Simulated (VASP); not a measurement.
Here is a VASP 6.6.1 calculation.

INCAR

```
SYSTEM = Ti
  ALGO = Normal
  EDIFF = 1E-6
  ENCUT = 520
  GGA = RP
  ISIF = 2
  ISMEAR = -1
  LASPH = .True.
  LCHARG = .True.
  LELF = .True.
  LREAL = .False.
  LVHAR = .True.
  LWAVE = .False.
  NBANDS = 12
  NELM = 80
  PREC = Accurate
  SIGMA = 0.05
```

Contents of KPOINTS:

```
k-points
0
Gamma
  11 11 11
  0 0 0
```

The input POSCAR:

```
Ti
1.0
    0.0000000000      2.0764476347      2.0764476347
    2.0764476347      0.0000000000      2.0764476347
    2.0764476347      2.0764476347      0.0000000000
Ti
1
Direct
    0.0000000000      0.0000000000      0.0000000000
```

Potentials or basis: VASP PAW PBE potentials, release 64 (Ti_sv).

Launch:

```sh
$ cat potpaw_PBE.64/Ti_sv/POTCAR > POTCAR
$ mpirun -np 1 vasp_std > vasp.out
```

Task: What does it give for the band gap on the k mesh?

Result: Zero (band 6 reaches 8.88 eV, above the bottom of band 7 at 7.75 eV).

Task: Estimate the pressure.

Result: -0.3 GPa.

Caveat: the PAW data sets were made with another functional, which shifts forces and pressure a little.
